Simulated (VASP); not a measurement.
B6As, 14 atoms in the cell. The structure is trigonal, space group R-3m (No. 166). The conventional cell has a = 6.242 Å, b = 6.242 Å, c = 12.170 Å, α = 90.00°, β = 90.00°, γ = 120.00°. B (site symmetry m) has 6 B at 1.80 to 1.94 Å within 2.4 Å. B (site symmetry m) has 5 B at 1.76 to 1.84 Å and 1 As at 2.04 Å within 2.3 Å. Within 2.7 Å of As (site symmetry 3m) lie 3 B at 2.04 Å and 1 As at 2.44 Å.  This cell differs from its parent crystal: volume scaled by 1.06, then relaxed in part.

| Property | Result |
| --- | --- |
| Program | VASP 6.6.1 |
| Task | single point |
| Functional | r2SCAN |
| Potentials or basis | VASP PAW PBE potentials, release 64 (B, As) |
| Cutoff | 520 eV |
| k mesh | 6 × 6 × 6 |
| Occupations | gaussian, width 0.02 eV |
| Spin | no spin polarisation |
| Dipole correction | no |
| Further INCAR settings | ALGO = Normal; EDIFF = 1e-06; NBANDS = 36 |

Potentials or basis: VASP PAW PBE potentials, release 64 (B, As).

Run with:

```console
$ cat potpaw_PBE.64/B/POTCAR potpaw_PBE.64/As/POTCAR > POTCAR
$ cp INCAR.step1 INCAR
$ mpirun -np 1 vasp_std > vasp.out
$ cp INCAR.step2 INCAR
$ mpirun -np 1 vasp_std > vasp.out
```

Hardware: 1 thread of Intel(R) Xeon(R) 6975P-C (Granite Rapids) (shared host).

Task: Estimate the wall time of this run.

Result: Run time: 5.4 min on 1 thread of Intel(R) Xeon(R) 6975P-C (Granite Rapids) (shared host), peak memory 0.32 GiB. Counts: k points 32.
